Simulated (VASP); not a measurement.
**SiC: single point with PBE**

Crystal: SiC.

```
Si C
1.0
     0.00000    2.26430    2.17805
     2.26430    0.00000    2.17805
     2.26430    2.26430    0.00000
Si C
1 1
Direct
  0.25000 0.25000 0.25000
  0.00000 0.00000 0.00000
```

This cell differs from its parent crystal: biaxial xy strain +4.0%.

```yaml
Program: VASP 6.6.1
Task: single point
Functional: PBE
Potentials_or_basis: VASP PAW PBE potentials, release 64 (Si, C)
Cutoff: 520 eV
k_mesh: 10 × 10 × 10
Occupations: fermi-dirac, width 0.02 eV
Spin: no spin polarisation
```

The pressure is -11.7 GPa and the band gap on the k mesh is 1.05 eV, indirect (least direct gap 4.41 eV).

Stress tensor (GPa, compression positive):
```
-14.71   0.00   0.00
  0.00 -14.71   0.00
  0.00   0.00  -5.62
```

Levels at points of the mesh, in eV from the valence-band top:
```tsv
k point	band 2	band 3	band 4	band 5	band 6	band 7
(0.00, 0.00, 0.00)	-0.24	-0.24	0.00	5.17	6.56	6.68
(0.50, 0.00, 0.00)	-8.29	-1.41	-0.99	4.50	6.50	7.12
(0.50, 0.50, 0.00)	-7.42	-3.46	-3.46	1.05	3.47	12.90
(0.50, 0.00, 0.50)	-7.88	-3.09	-3.03	1.38	4.12	12.49
```

Wall time 7.9 s on 1 thread of Intel(R) Xeon(R) Platinum 8481C CPU @ 2.70GHz (Sapphire Rapids), on a shared host, peak memory 0.14 GiB.

Caveat: the cell differs from its parent crystal (biaxial xy strain +4.0%). A k mesh can miss the band edges.
